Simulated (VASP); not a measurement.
The system is Co.

```
CELL_PARAMETERS angstrom
2.50540 0.00000 0.00000
-1.25270 2.16974 0.00000
0.00000 0.00000 4.08930
ATOMIC_POSITIONS crystal
Co 0.33333 0.66667 0.25000
Co 0.66667 0.33333 0.75000
```

Base run:

* Program: VASP 6.6.1
* Functional: PBE
* Potentials or basis: VASP PAW PBE potentials, release 64 (Co)
* Cutoff: 520 eV
* k mesh: 11 × 11 × 6
* Occupations: fermi-dirac, width 0.1 eV
* Spin: collinear spin, ferromagnetic start
* Starting moments: [0.3, 0.3] μB

Its results: pressure -5.7 GPa; net moment 3.16 μB per cell.

Problem. After a change of settings the same cell gave: pressure -15.1 GPa; net moment 0.00 μB per cell. Which change was it?
A. further incar settings from ALGO = Normal; EDIFF = 1e-06; NBANDS = 20 to ALGO = Normal; EDIFF = 1e-07; NBANDS = 20; moments at the start from [0.3, 0.3] to [1.84, 1.84]
B. moments at the start from [0.3, 0.3] to [3.0, 3.0]
C. spin from collinear spin, ferromagnetic start to collinear spin, antiferromagnetic start; moments at the start from [0.3, 0.3] to [3.0, -3.0]
D. further incar settings from ALGO = Normal; EDIFF = 1e-06; NBANDS = 20 to ALGO = Normal; EDIFF = 1e-06; NBANDS = 20; ISYM = 0

Solution. D.

Caveats: the cell stands under tension.
